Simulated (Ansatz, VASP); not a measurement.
## Two plane-wave programs on Al2GaAs3

```xyz
6
Lattice="4.0540 0.0000 0.0000 -2.0270 3.5108 0.0000 0.0000 0.0000 9.9348" Properties=species:S:1:pos:R:3 pbc="T T T"
Al    0.0000    0.0000    0.0036
Al    2.0270    1.1703    3.3121
Ga    0.0000    2.3406    6.6191
As    0.0000    0.0000    7.4593
As    0.0000    2.3406    4.1311
As    2.0270    1.1703    0.8282
```

Alike in both runs: functional PBE; k mesh 12 × 12 × 4; occupations gaussian, width 0.02 eV; no spin polarisation.

Ansatz relaxed the structure, and its values are those at the end. VASP's run is a single point on that final structure, the one shown.

|  | VASP | Ansatz |
| --- | --- | --- |
| version | VASP 6.6.1 | Ansatz 0.2.0 |
| potentials or method | VASP PAW PBE potentials, release 64 (Al, Ga_d, As), cutoff 500 eV | scalar-relativistic, plane waves, PAW |
| valence electrons in the cell | 34 | 64 |

```tsv
	VASP	Ansatz	Ansatz less VASP
gap on the k mesh at the Fermi level (eV)	0.95	0.95	-0.001
least direct gap on the mesh (eV)	0.95	0.95	-0.001
pressure (GPa)	0.2	0.0	-0.15
rms of the force components (eV/Å)	0.004	0.004	+0.0001
```

VASP's potentials hold 34 valence electrons a cell and Ansatz's 64, so a difference there can come from the potentials and not from the codes.
